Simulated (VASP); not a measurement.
# Pb (Fmmm) in VASP: single point with PBE

Aim: the single point of Pb with PBE.

All numbers are computed with VASP 6.6.1; they aren't measurements. Logs are shortened: lines on timing, memory, paths and dates and some standing lists are left out, and cuts for length are marked.

**1. The cell of the first run**

It takes space group Fmmm (No. 69, orthorhombic). The conventional cell has a = 3.660 Å, b = 6.297 Å, c = 10.101 Å, α = 90.00°, β = 90.00°, γ = 90.00°. Within 2.4 Å of Pb (site symmetry m2m) lie 3 Pb at 1.80 to 2.27 Å.

**2. Single point, PBE (C replaced by Pb, lengths x 1.553, strained)**

File INCAR:

```
ALGO = Normal ; EDIFF = 1E-6
ENCUT = 520 ; GGA = PE
ISIF = 2 ; ISMEAR = 0
LASPH = True ; LCHARG = False
LREAL = False ; LWAVE = False
NBANDS = 21 ; NELM = 80
PREC = Accurate ; SIGMA = 0.1
```

File KPOINTS:

```
k-points
0
Gamma
  14 14 14
```

File POSCAR:

```
Pb
1.0
    0.0000000000      3.1485863455      5.0506853116
    1.8300421884      0.0000000000      5.0506853116
    1.8300421884      3.1485863455      0.0000000000
Pb
2
Direct
    0.1431627127      0.8568372873      0.1431627127
    0.8568372873      0.1431627127      0.8568372873
```

Potentials or basis: VASP PAW PBE potentials, release 64 (Pb_d).

Started as:

```console
$ cat potpaw_PBE.64/Pb_d/POTCAR > POTCAR
$ mpirun -np 1 vasp_std > vasp.out
```

OUTCAR:

```text
EDIFF = 1E-6
   ENCUT = 520
   GGA = PE
   ISIF = 2
   ISMEAR = 0
   LASPH = True
   LREAL = False
   NELM = 80
   PREC = Accurate

 ion  position               nearest neighbor table
   1  0.143  0.857  0.143-   2 1.80   2 2.27   2 2.27   2 4.08   2 4.08
   2  0.857  0.143  0.857-   1 1.80   1 2.27   1 2.27   1 4.08   1 4.08

 -----------------------------------------------------------------------------
|                                                                             |
|           W    W    AA    RRRRR   N    N  II  N    N   GGGG   !!!           |
|           W    W   A  A   R    R  NN   N  II  NN   N  G    G  !!!           |
|           W    W  A    A  R    R  N N  N  II  N N  N  G       !!!           |
|           W WW W  AAAAAA  RRRRR   N  N N  II  N  N N  G  GGG   !            |
|           WW  WW  A    A  R   R   N   NN  II  N   NN  G    G                |
|           W    W  A    A  R    R  N    N  II  N    N   GGGG   !!!           |
|                                                                             |
|     The distance between some ions is very small. Please check the          |
|     nearest-neighbor list in the OUTCAR file.                               |
|     I HOPE YOU KNOW WHAT YOU ARE DOING!                                     |
|                                                                             |
 -----------------------------------------------------------------------------

  LATTYP: Found a face centered orthorhombic cell.
 ALAT       =     3.6600843768
 B/A-ratio  =     1.7204993226
 C/A-ratio  =     2.7598737032

  Lattice vectors:

 A1 = (   0.0000000000,   3.1485863455,   5.0506853116)
 A2 = (   1.8300421884,   0.0000000000,   5.0506853116)
 A3 = (   1.8300421884,   3.1485863455,   0.0000000000)

Analysis of symmetry for initial positions (statically):
=====================================================================
 Subroutine PRICEL returns:
 Original cell was already a primitive cell.

 Routine SETGRP: Setting up the symmetry group for a
 face centered orthorhombic supercell.

 Subroutine GETGRP returns: Found  8 space group operations
 (whereof  8 operations were pure point group operations)
 out of a pool of  8 trial point group operations.

The static configuration has the point symmetry D_2h.

Analysis of symmetry for dynamics (positions and initial velocities):
=====================================================================
 Subroutine PRICEL returns:
 Original cell was already a primitive cell.

 Routine SETGRP: Setting up the symmetry group for a
 face centered orthorhombic supercell.

 Subroutine GETGRP returns: Found  8 space group operations
 (whereof  8 operations were pure point group operations)
[... 106 lines left out ...]
   IBRION =     -1    ionic relax: 0-MD 1-quasi-New 2-CG
   NFREE  =      0    steps in history (QN), initial steepest desc. (CG)
   ISIF   =      2    stress and relaxation
   ISYM   =      2    0-nonsym 1-usesym 2-fastsym
   POTIM  = 0.5000    time-step for ionic-motion
   TEBEG  =    0.0;   TEEND  =   0.0 temperature during run
   PSTRESS=    0.0 pullay stress
   NELECT =      28.0000    total number of electrons
   NUPDOWN=      -1.0000    fix difference up-down
   EMIN   =  10.00;   EMAX   =-10.00  energy-range for DOS
   EFERMI =   0.00;   METHOD = LEGACY
   ISMEAR =     0;   SIGMA  =   0.10  broadening in eV -4-tet -1-fermi 0-gaus
   EFERMI_NEDOS =   21; number of points for ismear=-14 and -15
   IALGO  =     38    algorithm
   IMIX   =      4    mixing-type and parameters
     AMIX     =   0.40;   BMIX     =  1.00
     AMIX_MAG =   1.60;   BMIX_MAG =  1.00
  volume/ion in A,a.u.               =      29.10       196.39
  Fermi-wavevector in a.u.,A,eV,Ry     =   1.282749  2.424045 22.387654  1.645446
  Thomas-Fermi vector in A             =   2.415043
   LORBIT       =      0    0 simple, 1 ext, 2 COOP (PROOUT), +10 PAW based schemes
   GGA     = PE    functional components
   LHFCALC =     F    Hartree Fock is set to
   AEXX    =    0.0000 exact exchange contribution
   IVDW    =     0    specifies the selected vdW correction
   LEPSILON=     F    determine dielectric tensor
   LRPA    =     F    only Hartree local field effects (RPA)
 non-spin polarized calculation
 Gauss-broadening in eV      SIGMA  =   0.10
  energy-cutoff  :      520.00
  volume of cell :       58.20
 maximum number of plane-waves:      1586
 NGX is ok and might be reduce to    48
   NGX = 23   NGY = 19   NGZ = 13

 number of electron      28.0000002 magnetization

 Free energy of the ion-electron system (eV)
  ---------------------------------------------------
  ext. energy  EPLUGINS =         0.00000000
  ---------------------------------------------------
  free energy    TOTEN  =        16.96737486 eV

  energy without entropy =       16.96897849  energy(sigma->0) =       16.96817667

 E-fermi :   8.8915     XC(G=0):  -9.3348

 val. band max:        8.8622925596   @ k =  -0.2143   0.1429   0.2857
 cond. band min:       8.8923360976   @ k =  -0.2143   0.2857   0.3571
 fundamental gap:      0.0300435380
 Fermi energy:         8.8915097601

 k-point     1 :       0.0000    0.0000    0.0000
  band No.  band energies     occupation
      1     -17.0296      2.00000
      2     -15.0421      2.00000
      3     -14.0030      2.00000
      4     -12.9278      2.00000
      5     -12.3232      2.00000
      6     -11.6545      2.00000
[... 565 lines left out ...]
     20      17.2003      0.00000
     21      17.7801      0.00000

 [... further k-points ...]

------------------------ aborting loop because EDIFF is reached ----------------------------------------

  FORCE on cell =-STRESS in cart. coord.  units (eV):
  Direction    XX          YY          ZZ          XY          YZ          ZX
  --------------------------------------------------------------------------------------
  -------------------------------------------------------------------------------------
  Total       42.1693957    134.8590275     -0.2528450      0.0000000      0.0000000      0.0000000
  in kB     1160.7827487   3712.2190128     -6.9599792      0.0000000      0.0000000      0.0000000
  external PRESSURE =    1622.0139274 kB  Pullay stress =       0.0000000 kB

 VOLUME and BASIS-vectors are now :
 -----------------------------------------------------------------------------
  energy-cutoff  :      520.00
  volume of cell :       58.20
      direct lattice vectors                 reciprocal lattice vectors
     0.000000000  3.148586346  5.050685312    -0.273217745  0.158801426  0.098996467
     1.830042188  0.000000000  5.050685312     0.273217745 -0.158801426  0.098996467
     1.830042188  3.148586346  0.000000000     0.273217745  0.158801426 -0.098996467

 POSITION                                       TOTAL-FORCE (eV/Angst)
 -----------------------------------------------------------------------------------
      1.83004      0.90152      5.05069         0.000000     44.865404      0.000000
      1.83004      5.39565      5.05069         0.000000    -44.865404      0.000000
 -----------------------------------------------------------------------------------
    total drift:                               -0.000000     -0.000000      0.000000

  FREE ENERGIE OF THE ION-ELECTRON SYSTEM (eV)
  ---------------------------------------------------
  free  energy   TOTEN  =        16.9673748631 eV

  energy  without entropy=       16.9689784864  energy(sigma->0) =       16.96817667
```

OSZICAR:

```text
N       E                     dE             d eps       ncg     rms          rms(c)
DAV:   1     0.338350058346E+03    0.33835E+03   -0.14652E+04 17996   0.173E+03
DAV:   2     0.450779112313E+02   -0.29327E+03   -0.28690E+03 18201   0.445E+02
DAV:   3     0.172463196809E+02   -0.27832E+02   -0.27605E+02 21322   0.165E+02
DAV:   4     0.161185771898E+02   -0.11277E+01   -0.11266E+01 22137   0.357E+01
DAV:   5     0.160565519218E+02   -0.62025E-01   -0.62022E-01 27077   0.792E+00    0.543E+00
DAV:   6     0.166788251211E+02    0.62227E+00   -0.17999E-01 26523   0.408E+00    0.315E+00
DAV:   7     0.169706763672E+02    0.29185E+00   -0.27990E-01 25645   0.475E+00    0.295E-01
DAV:   8     0.169680049364E+02   -0.26714E-02   -0.36925E-02 23605   0.181E+00    0.131E-01
DAV:   9     0.169674902701E+02   -0.51467E-03   -0.24656E-03 24066   0.399E-01    0.319E-02
DAV:  10     0.169673817633E+02   -0.10851E-03   -0.26504E-04 24403   0.168E-01    0.158E-02
DAV:  11     0.169673675208E+02   -0.14243E-04   -0.38305E-05 22329   0.407E-02    0.909E-03
DAV:  12     0.169673750850E+02    0.75642E-05   -0.72384E-06 19423   0.239E-02    0.178E-03
DAV:  13     0.169673748631E+02   -0.22196E-06   -0.16644E-06 17709   0.107E-02
   1 F= 0.16967375E+02 E0= 0.16968177E+02  d E =-.160362E-02
```

It took 3.5 min on 1 thread of Intel Xeon 6975P-C (Granite Rapids), shared host; peak memory 0.52 GiB.

Results:

* Free energy: 16.9674 eV
* Pressure: 162.2 GPa
* Largest force: 44.865 eV/Å
* Band gap on the k mesh: zero (bands 14 and 15 overlap by 3.35 eV)

Forces in eV/Å, atoms in the order of the input:
```
Pb    0.000  44.865   0.000
Pb    0.000 -44.865   0.000
```

Caveat: the cell differs from its parent crystal (C replaced by Pb, lengths x 1.553, strained); atoms lie so close that the PAW spheres overlap strongly, which falsifies energies and pressures; the cell stands under pressure; spin-orbit coupling is left out, which moves the levels of the heavy elements; forces of over 1 eV/Å act on the atoms, so gaps and moduli don't describe the material at rest.
